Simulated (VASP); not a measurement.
# Cu (I4/mmm) in VASP: further runs

Cu is run at these levels: PBEsol-based global hybrid with 25 % exact exchange, B3LYP, HSE06; tasks: single point.

Program: VASP 6.6.1. These are calculated values, not measurements. Logs are shortened: lines on timing, memory, paths and dates and some standing lists are left out, and cuts for length are marked.

## 1. The cell of the first run

It takes space group I4/mmm (No. 139, tetragonal). The conventional cell has a = 2.886 Å, b = 2.886 Å, c = 2.752 Å, α = 90.00°, β = 90.00°, γ = 90.00°. Within 3.2 Å of Cu (site symmetry 4/mmm) lie 14 Cu at 2.46 to 2.89 Å.

## 2. Single point, PBEsol-based global hybrid with 25 % exact exchange

The input, POSCAR:

```
Cu
1.0
   -1.4427933200      1.4427933200      1.3760814500
    1.4427933200     -1.4427933200      1.3760814500
    1.4427933200      1.4427933200     -1.3760814500
Cu
1
Direct
    0.0000000000      0.0000000000      0.0000000000
```

The input, INCAR.step1:

```
SYSTEM = Cu
  PREC = Accurate
  ENCUT = 520
  EDIFF = 1E-5
  ISMEAR = -1
  SIGMA = 0.05
  LREAL = .False.
  LASPH = .True.
  NELM = 60
  ALGO = Normal
  ISIF = 2
  LWAVE = .True.
  LCHARG = .False.
  NBANDS = 12
  GGA = PE
```

The input, INCAR.step2:

```
SYSTEM = Cu
  PREC = Accurate
  ENCUT = 520
  EDIFF = 1E-7
  ISMEAR = -1
  SIGMA = 0.05
  LREAL = .False.
  LASPH = .True.
  NELM = 60
  ALGO = Normal
  ISIF = 2
  LWAVE = .False.
  LCHARG = .False.
  GGA = PS
  LHFCALC = .True.
  AEXX = 0.25
  PRECFOCK = Normal
  NBANDS = 12
  ISTART = 1
```

The input, KPOINTS:

```
Automatic mesh
0
Gamma
  7 7 7
  0 0 0
```

Potentials or basis: VASP PAW PBE potentials, release 64 (Cu).

Run with:

```sh
$ cat potpaw_PBE.64/Cu/POTCAR > POTCAR
$ cp INCAR.step1 INCAR
$ mpirun -np 1 vasp_std > vasp.out
$ cp INCAR.step2 INCAR
$ mpirun -np 1 vasp_std > vasp.out
```

OUTCAR:

```text
SYSTEM = Cu
   PREC = Accurate
   ENCUT = 520
   EDIFF = 1E-7
   ISMEAR = -1
   LREAL = .False.
   LASPH = .True.
   NELM = 60
   ISIF = 2
   GGA = PS
   LHFCALC = .True.
   AEXX = 0.25
   PRECFOCK = Normal
   ISTART = 1

 ion  position               nearest neighbor table
   1  0.000  0.000  0.000-

  LATTYP: Found a body centered tetragonal cell.
 ALAT       =     2.8855866400
 C/A-ratio  =     0.9537620052

  Lattice vectors:

 A1 = (  -1.4427933200,   1.4427933200,   1.3760814500)
 A2 = (   1.4427933200,  -1.4427933200,   1.3760814500)
 A3 = (   1.4427933200,   1.4427933200,  -1.3760814500)

Analysis of symmetry for initial positions (statically):
=====================================================================
 Subroutine PRICEL returns:
 Original cell was already a primitive cell.

 Routine SETGRP: Setting up the symmetry group for a
 body centered tetragonal supercell.

 Subroutine GETGRP returns: Found 16 space group operations
 (whereof 16 operations were pure point group operations)
 out of a pool of 16 trial point group operations.

The static configuration has the point symmetry D_4h.

Analysis of symmetry for dynamics (positions and initial velocities):
=====================================================================
 Subroutine PRICEL returns:
 Original cell was already a primitive cell.

 Routine SETGRP: Setting up the symmetry group for a
 body centered tetragonal supercell.

 Subroutine GETGRP returns: Found 16 space group operations
 (whereof 16 operations were pure point group operations)
 out of a pool of 16 trial point group operations.

The dynamic configuration has the point symmetry D_4h.

 Subroutine INISYM returns: Found 16 space group operations
 (whereof 16 operations are pure point group operations),
 and found     1 'primitive' translations

----------------------------------------------------------------------------------------

                                     Primitive cell

  volume of cell :      11.4581

  direct lattice vectors                    reciprocal lattice vectors
    -1.442793320  1.442793320  1.376081450     0.000000000  0.346549983  0.363350585
     1.442793320 -1.442793320  1.376081450     0.346549983  0.000000000  0.363350585
     1.442793320  1.442793320 -1.376081450     0.346549983  0.346549983  0.000000000

  length of vectors
     2.461078074  2.461078074  2.461078074     0.502116060  0.502116060  0.490095685

  position of ions in fractional coordinates (direct lattice)
     0.000000000  0.000000000  0.000000000

  ion indices of the primitive-cell ions
   primitive index   ion index
                 1           1

----------------------------------------------------------------------------------------

 KPOINTS: Automatic mesh

Automatic generation of k-mesh.
 Grid dimensions read from file:
 generate k-points for:    7    7    7

 Generating k-lattice:

  Cartesian coordinates                     Fractional coordinates (reciprocal lattice)
     0.000000000  0.049507140  0.051907226     0.142857143 -0.000000000  0.000000000
     0.049507140  0.000000000  0.051907226    -0.000000000  0.142857143  0.000000000
     0.049507140  0.049507140  0.000000000     0.000000000  0.000000000  0.142857143

  Length of vectors
     0.071730866  0.071730866  0.070013669

  Shift w.r.t. Gamma in fractional coordinates (k-lattice)
     0.000000000  0.000000000  0.000000000

 Subroutine IBZKPT returns following result:
 ===========================================

 Found     40 irreducible k-points:

 Following reciprocal coordinates:
            Coordinates               Weight
  0.000000  0.000000  0.000000      1.000000
  0.142857  0.000000 -0.000000      8.000000
  0.285714  0.000000  0.000000      8.000000
  0.428571  0.000000 -0.000000      8.000000
  0.142857  0.142857 -0.000000      8.000000
  0.285714  0.142857 -0.000000     16.000000
[... 16 lines left out ...]
 -0.142857  0.285714  0.142857      8.000000
 -0.428571  0.428571  0.142857      8.000000
 [... further k-points ...]
   k-points           NKPTS =     40   k-points in BZ     NKDIM =    343   number of bands    NBANDS=     12
   number of dos      NEDOS =    301   number of ions     NIONS =      1
   total plane-waves  NPLWV =   5832
   dimension x,y,z NGX =    18 NGY =   18 NGZ =   18
   dimension x,y,z NGXF=    36 NGYF=   36 NGZF=   36
   ions per type =               1
   NGX,Y,Z   is equivalent  to a cutoff of  12.16, 12.16, 12.16 a.u.
   NGXF,Y,Z  is equivalent  to a cutoff of  24.32, 24.32, 24.32 a.u.
 SYSTEM =  Cu
   PREC   = accura    normal or accurate (medium, high low for compatibility)
   ISTART =      1    job   : 0-new  1-cont  2-samecut
   ICHARG =      0    charge: 1-file 2-atom 10-const
   ISPIN  =      1    spin polarized calculation?
   LNONCOLLINEAR =      F non collinear calculations
   LSORBIT =      F    spin-orbit coupling
   LASPH  =      T    aspherical Exc in radial PAW
   ENCUT  =  520.0 eV  38.22 Ry    6.18 a.u.   4.58  4.58  4.58*2*pi/ulx,y,z
   NELM   =     60;   NELMIN=  2; NELMDL=  0     # of ELM steps
   EDIFF  = 0.1E-06   stopping-criterion for ELM
   LREAL  =      F    real-space projection
   EDIFFG = 0.1E-05   stopping-criterion for IOM
   NSW    =      0    number of steps for IOM
   IBRION =     -1    ionic relax: 0-MD 1-quasi-New 2-CG
   NFREE  =      0    steps in history (QN), initial steepest desc. (CG)
   ISIF   =      2    stress and relaxation
   ISYM   =      3    0-nonsym 1-usesym 2-fastsym
   POTIM  = 0.5000    time-step for ionic-motion
   TEBEG  =    0.0;   TEEND  =   0.0 temperature during run
   PSTRESS=    0.0 pullay stress
   NELECT =      11.0000    total number of electrons
   NUPDOWN=      -1.0000    fix difference up-down
   EMIN   =  10.00;   EMAX   =-10.00  energy-range for DOS
   EFERMI =   0.00;   METHOD = LEGACY
   ISMEAR =    -1;   SIGMA  =   0.05  broadening in eV -4-tet -1-fermi 0-gaus
   EFERMI_NEDOS =   21; number of points for ismear=-14 and -15
   IALGO  =     38    algorithm
   IMIX   =      1    mixing-type and parameters
     AMIX     =   0.40;   BMIX     =  1.00
     AMIX_MAG =   1.60;   BMIX_MAG =  1.00
  volume/ion in A,a.u.               =      11.46        77.32
  Fermi-wavevector in a.u.,A,eV,Ry     =   1.614984  3.051878 35.486359  2.608174
  Thomas-Fermi vector in A             =   2.709805
   LORBIT       =      0    0 simple, 1 ext, 2 COOP (PROOUT), +10 PAW based schemes
   GGA     = PS    functional components
   LHFCALC =     T    Hartree Fock is set to
   PRECFOCK=normal    Normal, Fast or Accurate (Low or Medium for compatibility)
   ENCUT4O =  -1.0   cutoff for four orbital integrals eV
   NKREDX  =     1    reduce k-point grid by
   NKREDY  =     1    reduce k-point grid by
   NKREDZ  =     1    reduce k-point grid by
   AEXX    =    0.2500 exact exchange contribution
   HFSCREEN=    0.0000 screening length (either q_TF or 0.3 A-1)
   HFSCREENC=   0.0000 screening length for correlation (either q_TF or 0.3 A-1)
   ENCUTFOCK=  -1.0 apply spherical cutoff to Coloumb kernel
   IVDW    =     0    specifies the selected vdW correction
   LEPSILON=     F    determine dielectric tensor
   LRPA    =     F    only Hartree local field effects (RPA)
 non-spin polarized calculation
  energy-cutoff  :      520.00
  volume of cell :       11.46
 maximum number of plane-waves:       325
  NGX = 14; NGY = 14; NGZ = 14

 number of electron      10.9999998 magnetization

 Free energy of the ion-electron system (eV)
  ---------------------------------------------------
  ext. energy  EPLUGINS =         0.00000000
  ---------------------------------------------------
  free energy    TOTEN  =        -4.25319001 eV

  energy without entropy =       -4.25173728  energy(sigma->0) =       -4.25246364

 E-fermi :   7.4011     XC(G=0): -10.1891

 val. band max:        6.8809044573   @ k =  -0.2857  -0.2857   0.2857
 cond. band min:       7.4405404653   @ k =  -0.4286   0.4286   0.1429
 fundamental gap:      0.5596360080
 Fermi energy:         7.4011086172

 k-point     1 :       0.0000    0.0000    0.0000
  band No.  band energies     occupation
      1      -3.4968      2.00000
      2       2.3975      2.00000
      3       2.5856      2.00000
      4       2.5856      2.00000
      5       3.4914      2.00000
      6       3.6907      2.00000
      7      34.1003      0.00000
      8      34.1003      0.00000
      9      35.3432      0.00000
     10      38.4048      0.00000
     11      38.8356      0.00000
     12      38.8356      0.00000

 k-point     2 :       0.1429    0.0000   -0.0000
  band No.  band energies     occupation
      1      -2.5917      2.00000
      2       2.3155      2.00000
      3       2.5609      2.00000
      4       2.8505      2.00000
      5       3.4941      2.00000
      6       3.6189      2.00000
      7      29.3184      0.00000
      8      32.1633      0.00000
      9      32.7423      0.00000
     10      34.2557      0.00000
     11      35.8824      0.00000
     12      37.9192      0.00000

 k-point     3 :       0.2857    0.0000    0.0000
  band No.  band energies     occupation
      1      -0.3791      2.00000
      2       1.9609      2.00000
      3       2.7760      2.00000
      4       3.5270      2.00000
      5       3.7061      2.00000
      6       3.7126      2.00000
      7      21.5312      0.00000
      8      28.7381      0.00000
      9      29.6878      0.00000
     10      31.7026      0.00000
     11      34.4756      0.00000
     12      40.6039      0.00000

 k-point     4 :       0.4286    0.0000   -0.0000
  band No.  band energies     occupation
      1       0.5112      2.00000
      2       1.6789      2.00000
      3       3.5947      2.00000
      4       3.8904      2.00000
      5       4.5178      2.00000
      6       5.7016      2.00000
      7      14.9312      0.00000
      8      26.7855      0.00000
      9      27.2683      0.00000
     10      30.9544      0.00000
     11      34.1021      0.00000
     12      43.5231      0.00000

 k-point     5 :       0.1429    0.1429   -0.0000
  band No.  band energies     occupation
      1      -0.9206      2.00000
      2       2.1752      2.00000
      3       2.2816      2.00000
      4       3.4192      2.00000
      5       3.6041      2.00000
      6       3.7889      2.00000
      7      25.2728      0.00000
      8      26.0565      0.00000
      9      29.7795      0.00000
     10      34.2601      0.00000
     11      36.7665      0.00000
     12      38.5926      0.00000
[... 228 lines left out ...]
      1       1.4165      2.00000
      2       1.7636      2.00000
      3       2.4166      2.00000
      4       3.6820      2.00000
      5       3.7288      2.00000
      6       9.4605      0.00000
      7      15.4536      0.00000
      8      21.0453      0.00000
      9      21.5099      0.00000
     10      40.9487      0.00000
     11      43.4209      0.00000
     12      45.0959      0.00000

 k-point    22 :      -0.2857    0.2857    0.1429
  band No.  band energies     occupation
      1       0.1237      2.00000
      2       2.3811      2.00000
      3       2.4973      2.00000
      4       3.0540      2.00000
      5       3.6647      2.00000
      6       4.2841      2.00000
      7      21.2328      0.00000
      8      27.2586      0.00000
      9      28.2357      0.00000
     10      31.3475      0.00000
     11      37.6415      0.00000
     12      39.0539      0.00000

 k-point    23 :      -0.1429    0.2857    0.1429
  band No.  band energies     occupation
      1       0.1640      2.00000
      2       2.3344      2.00000
      3       2.3829      2.00000
      4       3.2215      2.00000
      5       3.6593      2.00000
      6       4.3133      2.00000
      7      22.5434      0.00000
      8      25.5168      0.00000
      9      26.8265      0.00000
     10      33.2392      0.00000
     11      36.9930      0.00000
     12      39.0592      0.00000

 k-point    24 :      -0.4286    0.4286    0.1429
  band No.  band energies     occupation
      1       0.9064      2.00000
      2       2.3003      2.00000
      3       2.5142      2.00000
      4       3.2755      2.00000
      5       4.4308      2.00000
      6       7.4405      0.62492
      7      14.7402      0.00000
      8      25.3031      0.00000
      9      26.9804      0.00000
     10      34.3651      0.00000
     11      36.4232      0.00000
     12      37.9528      0.00000

 [... further k-points ...]

------------------------ aborting loop because EDIFF is reached ----------------------------------------

  FORCE on cell =-STRESS in cart. coord.  units (eV):
  Direction    XX          YY          ZZ          XY          YZ          ZX
  --------------------------------------------------------------------------------------
  -------------------------------------------------------------------------------------
  Total        0.2384438      0.2384438     -0.1630275      0.0000000     -0.0000000      0.0000000
  in kB       33.3414326     33.3414326    -22.7960281      0.0000000     -0.0000000      0.0000000
  external PRESSURE =      14.6289457 kB  Pullay stress =       0.0000000 kB

 VOLUME and BASIS-vectors are now :
 -----------------------------------------------------------------------------
  energy-cutoff  :      520.00
  volume of cell :       11.46
      direct lattice vectors                 reciprocal lattice vectors
    -1.442793320  1.442793320  1.376081450     0.000000000  0.346549983  0.363350585
     1.442793320 -1.442793320  1.376081450     0.346549983  0.000000000  0.363350585
     1.442793320  1.442793320 -1.376081450     0.346549983  0.346549983  0.000000000

 POSITION                                       TOTAL-FORCE (eV/Angst)
 -----------------------------------------------------------------------------------
      0.00000      0.00000      0.00000         0.000000     -0.000000     -0.000000
 -----------------------------------------------------------------------------------
    total drift:                                0.000000     -0.000000     -0.000000

  FREE ENERGIE OF THE ION-ELECTRON SYSTEM (eV)
  ---------------------------------------------------
  free  energy   TOTEN  =        -4.2531900093 eV

  energy  without entropy=       -4.2517372780  energy(sigma->0) =       -4.25246364
```

Run time: 29 min. Hardware: 1 thread of AMD EPYC 7R43 (Zen 3), shared host; peak memory 0.1 GiB.

What came out:

```yaml
Free_energy: -4.2532 eV
Pressure: 1.5 GPa
Band_gap_on_the_k_mesh: zero (an odd number of electrons rules out a gap without spin polarisation)
```

Stress tensor (GPa, compression positive):
```
 3.33  0.00  0.00
 0.00  3.33  0.00
 0.00  0.00 -2.28
```

Levels at points of the mesh, in eV from the Fermi level:
```tsv
k point	band 3	band 4	band 5	band 6	band 7	band 8	band 9	band 10
(0.00, 0.00, 0.00)	-4.82	-4.82	-3.91	-3.71	26.70	26.70	27.94	31.00
```

Caveat: the k points lie up to 0.45 Å⁻¹ apart, too coarse for converged energies and pressures of a metal; the PAW data sets were made with another functional, which shifts forces and pressure a little.

(Part 1 of 2 ends here.)

The gap in the log of VASP goes by the Fermi energy; the results here count the filled bands.